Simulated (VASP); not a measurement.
# BaS (Fm-3m) in VASP: single point with PBEsol

Aim: the single point of BaS with PBEsol.

Program: VASP 6.6.1. These are calculated values, not measurements. Logs are shortened: lines on timing, memory, paths and dates and some standing lists are left out, and cuts for length are marked.

**1. The cell of the first run**

Symmetry: Fm-3m, No. 225, cubic system. Conventional cell: a = 6.388 Å, b = 6.388 Å, c = 6.388 Å, α = 90.00°, β = 90.00°, γ = 90.00°. Within 4.2 Å of Ba (site symmetry m-3m) lie 6 S at 3.19 Å. S (site symmetry m-3m) has 6 Ba at 3.19 Å within 4.2 Å.

**2. Single point, PBEsol**

Input file INCAR:

```
  PREC = Accurate
  ENCUT = 520
  EDIFF = 1E-7
  ISMEAR = 0
  SIGMA = 0.01
  LREAL = False
  LASPH = True
  NELM = 100
  ALGO = Normal
  ISIF = 2
  LWAVE = False
  LCHARG = False
  GGA = PS
  NBANDS = 15
```

Input file KPOINTS:

```
regular mesh
0
Gamma
  3 3 3
```

Input file POSCAR:

```
BaS
1.0
    0.0000000000      3.1937500000      3.1937500000
    3.1937500000      0.0000000000      3.1937500000
    3.1937500000      3.1937500000      0.0000000000
Ba S
1 1
Direct
    0.0000000000      0.0000000000      0.0000000000
    0.5000000000      0.5000000000      0.5000000000
```

Potentials or basis: VASP PAW PBE potentials, release 64 (Ba_sv, S).

Command:

```sh
$ cat potpaw_PBE.64/Ba_sv/POTCAR potpaw_PBE.64/S/POTCAR > POTCAR
$ mpirun -np 1 vasp_std > vasp.out
```

OUTCAR:

```text
PREC = Accurate
   ENCUT = 520
   EDIFF = 1E-7
   ISMEAR = 0
   LREAL = False
   LASPH = True
   NELM = 100
   ISIF = 2
   GGA = PS

 ion  position               nearest neighbor table
   1  0.000  0.000  0.000-   2 3.19   2 3.19   2 3.19   2 3.19   2 3.19   2 3.19
   2  0.500  0.500  0.500-   1 3.19   1 3.19   1 3.19   1 3.19   1 3.19   1 3.19

  LATTYP: Found a face centered cubic cell.
 ALAT       =     6.3875000000

  Lattice vectors:

 A1 = (   0.0000000000,   3.1937500000,   3.1937500000)
 A2 = (   3.1937500000,   0.0000000000,   3.1937500000)
 A3 = (   3.1937500000,   3.1937500000,   0.0000000000)

Analysis of symmetry for initial positions (statically):
=====================================================================
 Subroutine PRICEL returns:
 Original cell was already a primitive cell.

 Routine SETGRP: Setting up the symmetry group for a
 face centered cubic supercell.

 Subroutine GETGRP returns: Found 48 space group operations
 (whereof 48 operations were pure point group operations)
 out of a pool of 48 trial point group operations.

The static configuration has the point symmetry O_h .

Analysis of symmetry for dynamics (positions and initial velocities):
=====================================================================
 Subroutine PRICEL returns:
 Original cell was already a primitive cell.

 Routine SETGRP: Setting up the symmetry group for a
 face centered cubic supercell.

 Subroutine GETGRP returns: Found 48 space group operations
 (whereof 48 operations were pure point group operations)
 out of a pool of 48 trial point group operations.

The dynamic configuration has the point symmetry O_h .

 Subroutine INISYM returns: Found 48 space group operations
 (whereof 48 operations are pure point group operations),
 and found     1 'primitive' translations

----------------------------------------------------------------------------------------

                                     Primitive cell

  volume of cell :      65.1527

  direct lattice vectors                    reciprocal lattice vectors
     0.000000000  3.193750000  3.193750000    -0.156555773  0.156555773  0.156555773
     3.193750000  0.000000000  3.193750000     0.156555773 -0.156555773  0.156555773
     3.193750000  3.193750000  0.000000000     0.156555773  0.156555773 -0.156555773

  length of vectors
     4.516644565  4.516644565  4.516644565     0.271162553  0.271162553  0.271162553

  position of ions in fractional coordinates (direct lattice)
     0.000000000  0.000000000  0.000000000
     0.500000000  0.500000000  0.500000000

  ion indices of the primitive-cell ions
   primitive index   ion index
                 1           1
                 2           2

[... 66 lines left out ...]
   EFERMI_NEDOS =   21; number of points for ismear=-14 and -15
   IALGO  =     38    algorithm
   IMIX   =      4    mixing-type and parameters
     AMIX     =   0.40;   BMIX     =  1.00
     AMIX_MAG =   1.60;   BMIX_MAG =  1.00
  volume/ion in A,a.u.               =      32.58       219.84
  Fermi-wavevector in a.u.,A,eV,Ry     =   1.025189  1.937326 14.299891  1.051012
  Thomas-Fermi vector in A             =   2.159016
   LORBIT       =      0    0 simple, 1 ext, 2 COOP (PROOUT), +10 PAW based schemes
   GGA     = PS    functional components
   LHFCALC =     F    Hartree Fock is set to
   AEXX    =    0.0000 exact exchange contribution
   IVDW    =     0    specifies the selected vdW correction
   LEPSILON=     F    determine dielectric tensor
   LRPA    =     F    only Hartree local field effects (RPA)
 non-spin polarized calculation
 Gauss-broadening in eV      SIGMA  =   0.01
  energy-cutoff  :      520.00
  volume of cell :       65.15
 maximum number of plane-waves:      1807
 NGX is ok and might be reduce to    36
   NGX = 17   NGY = 17   NGZ = 17

 number of electron      16.0000001 magnetization

 Free energy of the ion-electron system (eV)
  ---------------------------------------------------
  ext. energy  EPLUGINS =         0.00000000
  ---------------------------------------------------
  free energy    TOTEN  =       -10.68189932 eV

  energy without entropy =      -10.68189932  energy(sigma->0) =      -10.68189932

 E-fermi :   1.4957     XC(G=0):  -8.8157

 val. band max:        1.3744445627   @ k =   0.0000   0.0000   0.0000
 cond. band min:       3.6499493642   @ k =   0.3333   0.3333   0.0000
 fundamental gap:      2.2755048015
 Fermi energy:         1.4957220903

 k-point     1 :       0.0000    0.0000    0.0000
  band No.  band energies     occupation
      1     -24.7046      2.00000
      2      -9.7456      2.00000
      3      -9.7456      2.00000
      4      -9.7456      2.00000
      5      -8.9726      2.00000
      6       1.3744      2.00000
      7       1.3744      2.00000
      8       1.3744      2.00000
      9       4.7632      0.00000
     10       5.1274      0.00000
     11       5.1274      0.00000
     12       5.1274      0.00000
     13       6.0815      0.00000
     14       6.0815      0.00000
[... 41 lines left out ...]
      2     -10.5277      2.00000
      3     -10.1039      2.00000
      4      -9.8515      2.00000
      5      -8.1758      2.00000
      6       0.0574      2.00000
      7       0.5416      2.00000
      8       0.8138      2.00000
      9       5.2926      0.00000
     10       6.6673      0.00000
     11       7.5804      0.00000
     12       7.6745      0.00000
     13       9.4192      0.00000
     14       9.7578      0.00000
     15      11.4453      0.00000

------------------------ aborting loop because EDIFF is reached ----------------------------------------

  FORCE on cell =-STRESS in cart. coord.  units (eV):
  Direction    XX          YY          ZZ          XY          YZ          ZX
  --------------------------------------------------------------------------------------
  -------------------------------------------------------------------------------------
  Total       -0.1176684     -0.1176684     -0.1176684      0.0000000      0.0000000     -0.0000000
  in kB       -2.8935951     -2.8935951     -2.8935951      0.0000000      0.0000000     -0.0000000
  external PRESSURE =      -2.8935951 kB  Pullay stress =       0.0000000 kB

 VOLUME and BASIS-vectors are now :
 -----------------------------------------------------------------------------
  energy-cutoff  :      520.00
  volume of cell :       65.15
      direct lattice vectors                 reciprocal lattice vectors
     0.000000000  3.193750000  3.193750000    -0.156555773  0.156555773  0.156555773
     3.193750000  0.000000000  3.193750000     0.156555773 -0.156555773  0.156555773
     3.193750000  3.193750000  0.000000000     0.156555773  0.156555773 -0.156555773

 POSITION                                       TOTAL-FORCE (eV/Angst)
 -----------------------------------------------------------------------------------
      0.00000      0.00000      0.00000        -0.000000     -0.000000     -0.000000
      3.19375      3.19375      3.19375         0.000000      0.000000      0.000000
 -----------------------------------------------------------------------------------
    total drift:                                0.000000      0.000000      0.000000

  FREE ENERGIE OF THE ION-ELECTRON SYSTEM (eV)
  ---------------------------------------------------
  free  energy   TOTEN  =       -10.6818993152 eV

  energy  without entropy=      -10.6818993152  energy(sigma->0) =      -10.68189932
```

OSZICAR:

```text
N       E                     dE             d eps       ncg     rms          rms(c)
DAV:   1     0.921119149230E+02    0.92112E+02   -0.69477E+03   120   0.937E+02
DAV:   2    -0.543277683962E+01   -0.97545E+02   -0.87164E+02   170   0.177E+02
DAV:   3    -0.110079710471E+02   -0.55752E+01   -0.55350E+01   155   0.437E+01
DAV:   4    -0.111316290554E+02   -0.12366E+00   -0.12364E+00   164   0.687E+00
DAV:   5    -0.111342233720E+02   -0.25943E-02   -0.25941E-02   162   0.813E-01    0.459E+00
DAV:   6    -0.106858763461E+02    0.44835E+00   -0.57266E-01   148   0.461E+00    0.309E+00
DAV:   7    -0.106762916442E+02    0.95847E-02   -0.16355E-01   155   0.216E+00    0.177E+00
DAV:   8    -0.106824780805E+02   -0.61864E-02   -0.23949E-02   134   0.983E-01    0.289E-01
DAV:   9    -0.106814086549E+02    0.10694E-02   -0.33243E-03   155   0.341E-01    0.112E-01
DAV:  10    -0.106818816435E+02   -0.47299E-03   -0.63381E-04   127   0.156E-01    0.328E-02
DAV:  11    -0.106818983864E+02   -0.16743E-04   -0.30052E-05   162   0.323E-02    0.701E-03
DAV:  12    -0.106818993569E+02   -0.97057E-06   -0.23574E-06   120   0.994E-03    0.377E-03
DAV:  13    -0.106818993152E+02    0.41701E-07   -0.11393E-07   146   0.199E-03
   1 F= -.10681899E+02 E0= -.10681899E+02  d E =-.831793E-67
```

Wall time 11 s (1 thread of Intel Xeon 8259CL, shared host); peak memory 0.2 GiB.

What came out:

```
Free energy            : -10.6819 eV
Pressure               : -0.3 GPa
Band gap on the k mesh : 2.28 eV, indirect (least direct gap 2.45 eV)
```

Caveat: the k points lie up to 0.57 Å⁻¹ apart; the PAW data sets were made with another functional, which shifts forces and pressure a little; spin-orbit coupling is left out, which moves the levels of the heavy elements.
